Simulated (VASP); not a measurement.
Write the native input for VASP 6.6.1 that does the following.

```
Task                   : single point
Functional             : PBE
Potentials or basis    : VASP PAW PBE potentials, release 64 (Al)
Cutoff                 : 520 eV
k mesh                 : 10 × 10 × 7
Occupations            : fermi-dirac, width 0.05 eV
Spin                   : no spin polarisation
Dipole correction      : no
Further INCAR settings : ALGO = Normal; EDIFF = 1e-06; NBANDS = 14
```

The structure of Al lies in POSCAR:

```
Al
1.0
    4.1929766563      0.0000000000      0.0000000000
   -2.0964883281      3.6312243018      0.0000000000
    0.0000000000      0.0000000000      5.2719595400
Al
4
Direct
    0.0000000000      0.0000000000      0.0000000000
    0.0000000000      0.0000000000      0.5000000000
    0.3333333333      0.6666666667      0.2500000000
    0.6666666667      0.3333333333      0.7500000000
```

The input as run:

INCAR

```
PREC = Accurate
ENCUT = 520
EDIFF = 1E-6
ISMEAR = -1
SIGMA = 0.05
LREAL = F
LASPH = T
NELM = 100
ALGO = Normal
ISIF = 2
LWAVE = F
LCHARG = T
GGA = PE
LELF = T
LVHAR = T
NBANDS = 14
```

KPOINTS

```
Automatic mesh
0
Gamma
  10 10 7
```

Potentials or basis: VASP PAW PBE potentials, release 64 (Al).

Launch:

```sh
$ cat potpaw_PBE.64/Al/POTCAR > POTCAR
$ mpirun -np 1 vasp_std > vasp.out
```

Results of the run:

The pressure is 0.0 GPa and the band gap on the k mesh is zero (band 6 reaches 7.01 eV, above the bottom of band 7 at 4.22 eV).

Run time: 37 s on 1 thread of Intel(R) Xeon(R) Platinum 8488C (Sapphire Rapids) (shared host), peak memory 0.2 GiB.
